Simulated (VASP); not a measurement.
# Au (I4/mmm) in VASP: further runs

Au is run at these levels: r2SCAN; tasks: single point.

Program: VASP 6.6.1. These are calculated values, not measurements. Logs are shortened: lines on timing, memory, paths and dates and some standing lists are left out, and cuts for length are marked.

**1. The cell of the first run**

The structure is tetragonal, space group I4/mmm (No. 139). The conventional cell has a = 3.364 Å, b = 3.364 Å, c = 3.414 Å, α = 90.00°, β = 90.00°, γ = 90.00°. Au (site symmetry 4/mmm) has 14 Au at 2.93 to 3.41 Å within 3.9 Å.

**2. Single point, r2SCAN (strain +0.015 along x and y, +0.030 along z)**

File POSCAR:

```
Au
1.0
   -1.6821280350      1.6821280350      1.7069870700
    1.6821280350     -1.6821280350      1.7069870700
    1.6821280350      1.6821280350     -1.7069870700
Au
1
Direct
    0.0000000000      0.0000000000      0.0000000000
```

File INCAR.step1:

```
SYSTEM = Au
PREC = Accurate ; ENCUT = 520
ISMEAR = 0 ; SIGMA = 0.15
LREAL = .False. ; LASPH = .True.
NELM = 60 ; NBANDS = 12
GGA = PE ; ALGO = Normal
EDIFF = 1E-4 ; LWAVE = .True.
LCHARG = .False.
```

File INCAR.step2:

```
SYSTEM = Au
PREC = Accurate ; ENCUT = 520
EDIFF = 1E-6 ; ISMEAR = 0
SIGMA = 0.15 ; LREAL = .False.
LASPH = .True. ; NELM = 60
ALGO = Normal ; ISIF = 2
LWAVE = .False. ; LCHARG = .False.
METAGGA = R2SCAN ; LMIXTAU = .True.
NBANDS = 12 ; ISTART = 1
```

File KPOINTS:

```
regular mesh
0
Gamma
  20 20 20
  0 0 0
```

Potentials or basis: VASP PAW PBE potentials, release 64 (Au).

On the command line:

```console
$ cat potpaw_PBE.64/Au/POTCAR > POTCAR
$ cp INCAR.step1 INCAR
$ mpirun -np 1 vasp_std > vasp.out
$ cp INCAR.step2 INCAR
$ mpirun -np 1 vasp_std > vasp.out
```

OUTCAR:

```text
SYSTEM = Au
   PREC = Accurate
   ENCUT = 520
   EDIFF = 1E-6
   ISMEAR = 0
   LREAL = .False.
   LASPH = .True.
   NELM = 60
   ISIF = 2
   METAGGA = R2SCAN
   ISTART = 1

 ion  position               nearest neighbor table
   1  0.000  0.000  0.000-

  LATTYP: Found a body centered tetragonal cell.
 ALAT       =     3.3642560700
 C/A-ratio  =     1.0147783251

  Lattice vectors:

 A1 = (  -1.6821280350,   1.6821280350,   1.7069870700)
 A2 = (   1.6821280350,  -1.6821280350,   1.7069870700)
 A3 = (   1.6821280350,   1.6821280350,  -1.7069870700)

Analysis of symmetry for initial positions (statically):
=====================================================================
 Subroutine PRICEL returns:
 Original cell was already a primitive cell.

 Routine SETGRP: Setting up the symmetry group for a
 body centered tetragonal supercell.

 Subroutine GETGRP returns: Found 16 space group operations
 (whereof 16 operations were pure point group operations)
 out of a pool of 16 trial point group operations.

The static configuration has the point symmetry D_4h.

Analysis of symmetry for dynamics (positions and initial velocities):
=====================================================================
 Subroutine PRICEL returns:
 Original cell was already a primitive cell.

 Routine SETGRP: Setting up the symmetry group for a
 body centered tetragonal supercell.

 Subroutine GETGRP returns: Found 16 space group operations
 (whereof 16 operations were pure point group operations)
 out of a pool of 16 trial point group operations.

The dynamic configuration has the point symmetry D_4h.

 Subroutine INISYM returns: Found 16 space group operations
 (whereof 16 operations are pure point group operations),
 and found     1 'primitive' translations

----------------------------------------------------------------------------------------

                                     Primitive cell

  volume of cell :      19.3201

  direct lattice vectors                    reciprocal lattice vectors
    -1.682128035  1.682128035  1.706987070     0.000000000  0.297242534  0.292913759
     1.682128035 -1.682128035  1.706987070     0.297242534  0.000000000  0.292913759
     1.682128035  1.682128035 -1.706987070     0.297242534  0.297242534  0.000000000

  length of vectors
     2.927953946  2.927953946  2.927953946     0.417314743  0.417314743  0.420364423

  position of ions in fractional coordinates (direct lattice)
     0.000000000  0.000000000  0.000000000

  ion indices of the primitive-cell ions
   primitive index   ion index
                 1           1

----------------------------------------------------------------------------------------

 KPOINTS: regular mesh

Automatic generation of k-mesh.
 Grid dimensions read from file:
 generate k-points for:   20   20   20

 Generating k-lattice:

  Cartesian coordinates                     Fractional coordinates (reciprocal lattice)
     0.000000000  0.014862127  0.014645688     0.050000000  0.000000000 -0.000000000
     0.014862127  0.000000000  0.014645688     0.000000000  0.050000000 -0.000000000
     0.014862127  0.014862127  0.000000000     0.000000000  0.000000000  0.050000000

  Length of vectors
     0.020865737  0.020865737  0.021018221

  Shift w.r.t. Gamma in fractional coordinates (k-lattice)
     0.000000000  0.000000000  0.000000000

 Subroutine IBZKPT returns following result:
 ===========================================

 Found    641 irreducible k-points:

 Following reciprocal coordinates:
            Coordinates               Weight
  0.000000  0.000000  0.000000      1.000000
  0.050000  0.000000  0.000000      8.000000
  0.100000  0.000000 -0.000000      8.000000
  0.150000  0.000000  0.000000      8.000000
  0.200000  0.000000 -0.000000      8.000000
  0.250000  0.000000  0.000000      8.000000
[... 16 lines left out ...]
 -0.400000  0.050000  0.000000     16.000000
 -0.350000  0.050000  0.000000     16.000000
 [... further k-points ...]
   k-points           NKPTS =    641   k-points in BZ     NKDIM =    641   number of bands    NBANDS=     12
   number of dos      NEDOS =    301   number of ions     NIONS =      1
   total plane-waves  NPLWV =  13824
   dimension x,y,z NGX =    24 NGY =   24 NGZ =   24
   dimension x,y,z NGXF=    48 NGYF=   48 NGZF=   48
   ions per type =               1
   NGX,Y,Z   is equivalent  to a cutoff of  13.63, 13.63, 13.63 a.u.
   NGXF,Y,Z  is equivalent  to a cutoff of  27.25, 27.25, 27.25 a.u.
 SYSTEM =  Au
   PREC   = accura    normal or accurate (medium, high low for compatibility)
   ISTART =      1    job   : 0-new  1-cont  2-samecut
   ICHARG =      0    charge: 1-file 2-atom 10-const
   ISPIN  =      1    spin polarized calculation?
   LNONCOLLINEAR =      F non collinear calculations
   LSORBIT =      F    spin-orbit coupling
   LASPH  =      T    aspherical Exc in radial PAW
   ENCUT  =  520.0 eV  38.22 Ry    6.18 a.u.   5.44  5.44  5.44*2*pi/ulx,y,z
   NELM   =     60;   NELMIN=  2; NELMDL=  0     # of ELM steps
   EDIFF  = 0.1E-05   stopping-criterion for ELM
   LREAL  =      F    real-space projection
   EDIFFG = 0.1E-04   stopping-criterion for IOM
   NSW    =      0    number of steps for IOM
   IBRION =     -1    ionic relax: 0-MD 1-quasi-New 2-CG
   NFREE  =      0    steps in history (QN), initial steepest desc. (CG)
   ISIF   =      2    stress and relaxation
   ISYM   =      2    0-nonsym 1-usesym 2-fastsym
   POTIM  = 0.5000    time-step for ionic-motion
   TEBEG  =    0.0;   TEEND  =   0.0 temperature during run
   PSTRESS=    0.0 pullay stress
   NELECT =      11.0000    total number of electrons
   NUPDOWN=      -1.0000    fix difference up-down
   EMIN   =  10.00;   EMAX   =-10.00  energy-range for DOS
   EFERMI =   0.00;   METHOD = LEGACY
   ISMEAR =     0;   SIGMA  =   0.15  broadening in eV -4-tet -1-fermi 0-gaus
   EFERMI_NEDOS =   21; number of points for ismear=-14 and -15
   IALGO  =     38    algorithm
   IMIX   =      4    mixing-type and parameters
     AMIX     =   0.40;   BMIX     =  1.00
     AMIX_MAG =   1.60;   BMIX_MAG =  1.00
  volume/ion in A,a.u.               =      19.32       130.38
  Fermi-wavevector in a.u.,A,eV,Ry     =   1.356864  2.564101 25.049409  1.841080
  Thomas-Fermi vector in A             =   2.483831
   LORBIT       =      0    0 simple, 1 ext, 2 COOP (PROOUT), +10 PAW based schemes
   METAGGA = R2SCAN    functional components
   LHFCALC =     F    Hartree Fock is set to
   AEXX    =    0.0000 exact exchange contribution
   IVDW    =     0    specifies the selected vdW correction
   LEPSILON=     F    determine dielectric tensor
   LRPA    =     F    only Hartree local field effects (RPA)
 non-spin polarized calculation
 Gauss-broadening in eV      SIGMA  =   0.15
  energy-cutoff  :      520.00
  volume of cell :       19.32
 maximum number of plane-waves:       539
 NGX is ok and might be reduce to    24
   NGX = 11   NGY = 11   NGZ = 11

 number of electron      11.0000002 magnetization

 Free energy of the ion-electron system (eV)
  ---------------------------------------------------
  ext. energy  EPLUGINS =         0.00000000
  ---------------------------------------------------
  free energy    TOTEN  =       -50.51483758 eV

  energy without entropy =      -50.51033596  energy(sigma->0) =      -50.51258677

 E-fermi :   7.4792     XC(G=0): -12.7471

 val. band max:        7.4740587386   @ k =  -0.1000  -0.4500   0.1000
 cond. band min:       7.4856438825   @ k =   0.4000   0.0500   0.0500
 fundamental gap:      0.0115851439
 Fermi energy:         7.4792303238

 k-point     1 :       0.0000    0.0000    0.0000
  band No.  band energies     occupation
      1      -1.3837      2.00000
      2       2.8790      2.00000
      3       2.8790      2.00000
      4       2.9575      2.00000
      5       4.4695      2.00000
      6       4.5578      2.00000
      7      24.5456      0.00000
      8      24.7873      0.00000
      9      24.7873      0.00000
     10      30.0680      0.00000
     11      30.4766      0.00000
     12      30.4766      0.00000

 k-point     2 :       0.0500    0.0000    0.0000
  band No.  band energies     occupation
      1      -1.2984      2.00000
      2       2.8794      2.00000
      3       2.8834      2.00000
      4       2.9894      2.00000
      5       4.4479      2.00000
      6       4.5517      2.00000
      7      24.5251      0.00000
      8      24.7585      0.00000
      9      24.8827      0.00000
     10      29.2377      0.00000
     11      29.5977      0.00000
     12      30.1332      0.00000

 k-point     3 :       0.1000    0.0000   -0.0000
  band No.  band energies     occupation
      1      -1.0473      2.00000
      2       2.8234      2.00000
      3       2.8955      2.00000
      4       3.1424      2.00000
      5       4.3833      2.00000
      6       4.5457      2.00000
      7      24.2083      0.00000
      8      24.6532      0.00000
      9      25.1610      0.00000
     10      27.8963      0.00000
     11      28.5153      0.00000
     12      29.2268      0.00000

 k-point     4 :       0.1500    0.0000    0.0000
  band No.  band energies     occupation
      1      -0.6488      2.00000
      2       2.7227      2.00000
      3       2.9165      2.00000
      4       3.4051      2.00000
      5       4.3008      2.00000
      6       4.5468      2.00000
      7      23.0387      0.00000
      8      24.3250      0.00000
      9      25.5989      0.00000
     10      27.1296      0.00000
     11      27.9895      0.00000
     12      28.0402      0.00000

 k-point     5 :       0.2000    0.0000   -0.0000
  band No.  band energies     occupation
      1      -0.1452      2.00000
      2       2.5965      2.00000
      3       2.9701      2.00000
      4       3.7559      2.00000
      5       4.2396      2.00000
      6       4.5544      2.00000
      7      21.1596      0.00000
      8      23.6433      0.00000
      9      26.1443      0.00000
     10      26.6239      0.00000
     11      27.0452      0.00000
     12      28.2826      0.00000
[... 228 lines left out ...]
      1       1.0113      2.00000
      2       2.0612      2.00000
      3       4.3269      2.00000
      4       4.5970      2.00000
      5       5.5853      2.00000
      6       7.5213      0.69133
      7      10.5825      0.00000
      8      20.2948      0.00000
      9      20.9032      0.00000
     10      28.6042      0.00000
     11      29.0561      0.00000
     12      30.5582      0.00000

 k-point    22 :      -0.4500    0.0500   -0.0000
  band No.  band energies     occupation
      1       1.0258      2.00000
      2       2.0992      2.00000
      3       4.2748      2.00000
      4       4.5985      2.00000
      5       5.3170      2.00000
      6       6.5146      2.00000
      7      12.0086      0.00000
      8      20.5168      0.00000
      9      21.2567      0.00000
     10      28.4218      0.00000
     11      28.8864      0.00000
     12      30.7390      0.00000

 k-point    23 :      -0.4000    0.0500    0.0000
  band No.  band energies     occupation
      1       1.0242      2.00000
      2       2.1729      2.00000
      3       4.1595      2.00000
      4       4.5300      2.00000
      5       4.8094      2.00000
      6       5.6337      2.00000
      7      13.8471      0.00000
      8      20.9334      0.00000
      9      21.9345      0.00000
     10      28.1001      0.00000
     11      28.5973      0.00000
     12      30.8786      0.00000

 k-point    24 :      -0.3500    0.0500    0.0000
  band No.  band energies     occupation
      1       0.9331      2.00000
      2       2.2768      2.00000
      3       3.7204      2.00000
      4       4.2882      2.00000
      5       4.6378      2.00000
      6       5.0274      2.00000
      7      15.8589      0.00000
      8      21.5221      0.00000
      9      22.8600      0.00000
     10      27.6312      0.00000
     11      28.3031      0.00000
     12      30.4047      0.00000

 [... further k-points ...]

------------------------ aborting loop because EDIFF is reached ----------------------------------------

  FORCE on cell =-STRESS in cart. coord.  units (eV):
  Direction    XX          YY          ZZ          XY          YZ          ZX
  --------------------------------------------------------------------------------------
  -------------------------------------------------------------------------------------
  Total       -1.2674524     -1.2674524     -1.2569407      0.0000000      0.0000000      0.0000000
  in kB     -105.1075485   -105.1075485   -104.2358372      0.0000000      0.0000000      0.0000000
  external PRESSURE =    -104.8169781 kB  Pullay stress =       0.0000000 kB

 VOLUME and BASIS-vectors are now :
 -----------------------------------------------------------------------------
  energy-cutoff  :      520.00
  volume of cell :       19.32
      direct lattice vectors                 reciprocal lattice vectors
    -1.682128035  1.682128035  1.706987070     0.000000000  0.297242534  0.292913759
     1.682128035 -1.682128035  1.706987070     0.297242534  0.000000000  0.292913759
     1.682128035  1.682128035 -1.706987070     0.297242534  0.297242534  0.000000000

 POSITION                                       TOTAL-FORCE (eV/Angst)
 -----------------------------------------------------------------------------------
      0.00000      0.00000      0.00000         0.000000     -0.000000     -0.000000
 -----------------------------------------------------------------------------------
    total drift:                               -0.000000      0.000000      0.000000

  FREE ENERGIE OF THE ION-ELECTRON SYSTEM (eV)
  ---------------------------------------------------
  free  energy   TOTEN  =       -50.5148375758 eV

  energy  without entropy=      -50.5103359569  energy(sigma->0) =      -50.51258677
```

It took 2.3 min on 1 thread of Intel Xeon 6975P-C (Granite Rapids), shared host; peak memory 0.27 GiB.

Results:

```
Free energy            : -50.5148 eV
Pressure               : -10.5 GPa
Band gap on the k mesh : zero (an odd number of electrons rules out a gap without spin polarisation)
```

Caveat: the cell differs from its parent crystal (strain +0.015 along x and y, +0.030 along z); the cell stands under tension; the PAW data sets were made with another functional, which shifts forces and pressure a little; spin-orbit coupling is left out, which moves the levels of the heavy elements.

**3. Single point, r2SCAN (strain -0.030 along x and y, +0.000 along z)**

File POSCAR:

```
Au
1.0
   -1.6075509300      1.6075509300      1.6572690000
    1.6075509300     -1.6075509300      1.6572690000
    1.6075509300      1.6075509300     -1.6572690000
Au
1
Direct
    0.0000000000      0.0000000000      0.0000000000
```

File INCAR.step1:

```
ALGO = Normal
EDIFF = 1E-4
ENCUT = 520
GGA = PE
ISMEAR = 0
LASPH = True
LCHARG = False
LREAL = False
LWAVE = True
NBANDS = 12
NELM = 60
PREC = Accurate
SIGMA = 0.15
```

File INCAR.step2:

```
ALGO = Normal
EDIFF = 1E-6
ENCUT = 520
ISIF = 2
ISMEAR = 0
ISTART = 1
LASPH = True
LCHARG = False
LMIXTAU = True
LREAL = False
LWAVE = False
METAGGA = R2SCAN
NBANDS = 12
NELM = 60
PREC = Accurate
SIGMA = 0.15
```

File KPOINTS:

```
k-points
0
Gamma
  20 20 20
```

Potentials or basis: VASP PAW PBE potentials, release 64 (Au).

On the command line:

```console
$ cat potpaw_PBE.64/Au/POTCAR > POTCAR
$ cp INCAR.step1 INCAR
$ mpirun -np 1 vasp_std > vasp.out
$ cp INCAR.step2 INCAR
$ mpirun -np 1 vasp_std > vasp.out
```

OUTCAR:

```text
EDIFF = 1E-6
   ENCUT = 520
   ISIF = 2
   ISMEAR = 0
   ISTART = 1
   LASPH = True
   LREAL = False
   METAGGA = R2SCAN
   NELM = 60
   PREC = Accurate

 ion  position               nearest neighbor table
   1  0.000  0.000  0.000-

  LATTYP: Found a body centered tetragonal cell.
 ALAT       =     3.2151018600
 C/A-ratio  =     1.0309278351

  Lattice vectors:

 A1 = (  -1.6075509300,   1.6075509300,   1.6572690000)
[... 540 lines left out ...]
     11      31.7603      0.00000
     12      33.2348      0.00000

 [... further k-points ...]

------------------------ aborting loop because EDIFF is reached ----------------------------------------

  FORCE on cell =-STRESS in cart. coord.  units (eV):
  Direction    XX          YY          ZZ          XY          YZ          ZX
  --------------------------------------------------------------------------------------
  -------------------------------------------------------------------------------------
  Total        0.4913084      0.4913084      0.5012389      0.0000000      0.0000000      0.0000000
  in kB       45.9496557     45.9496557     46.8784073      0.0000000      0.0000000      0.0000000
  external PRESSURE =      46.2592395 kB  Pullay stress =       0.0000000 kB

 VOLUME and BASIS-vectors are now :
 -----------------------------------------------------------------------------
  energy-cutoff  :      520.00
  volume of cell :       17.13
      direct lattice vectors                 reciprocal lattice vectors
    -1.607550930  1.607550930  1.657269000     0.000000000  0.311032136  0.301701172
     1.607550930 -1.607550930  1.657269000     0.311032136  0.000000000  0.301701172
     1.607550930  1.607550930 -1.657269000     0.311032136  0.311032136  0.000000000

 POSITION                                       TOTAL-FORCE (eV/Angst)
 -----------------------------------------------------------------------------------
      0.00000      0.00000      0.00000        -0.000000      0.000000      0.000000
 -----------------------------------------------------------------------------------
    total drift:                                0.000000      0.000000      0.000000

  FREE ENERGIE OF THE ION-ELECTRON SYSTEM (eV)
  ---------------------------------------------------
  free  energy   TOTEN  =       -50.5693395612 eV

  energy  without entropy=      -50.5666784791  energy(sigma->0) =      -50.56800902
```

OUTCAR.step1:

```text
EDIFF = 1E-4
   ENCUT = 520
   GGA = PE
   ISMEAR = 0
   LASPH = True
   LREAL = False
[... 576 lines left out ...]

 POSITION                                       TOTAL-FORCE (eV/Angst)
 -----------------------------------------------------------------------------------
      0.00000      0.00000      0.00000         0.000000      0.000000      0.000000
 -----------------------------------------------------------------------------------
    total drift:                                0.000000      0.000000     -0.000000

  FREE ENERGIE OF THE ION-ELECTRON SYSTEM (eV)
  ---------------------------------------------------
  free  energy   TOTEN  =        -3.1822567427 eV

  energy  without entropy=       -3.1795611215  energy(sigma->0) =       -3.18090893
```

Run time: 4.3 min. Hardware: 1 thread of Intel Xeon Platinum 8488C (Sapphire Rapids), shared host; peak memory 0.26 GiB.

What came out:

| Quantity | Value |
| --- | --- |
| Free energy | -50.5693 eV |
| Pressure | 4.6 GPa |
| Band gap on the k mesh | zero (an odd number of electrons rules out a gap without spin polarisation) |

Caveat: the cell differs from its parent crystal (strain -0.030 along x and y, +0.000 along z); the cell stands under pressure; the PAW data sets were made with another functional, which shifts forces and pressure a little; spin-orbit coupling is left out, which moves the levels of the heavy elements.

(Part 1 of 2 ends here.)
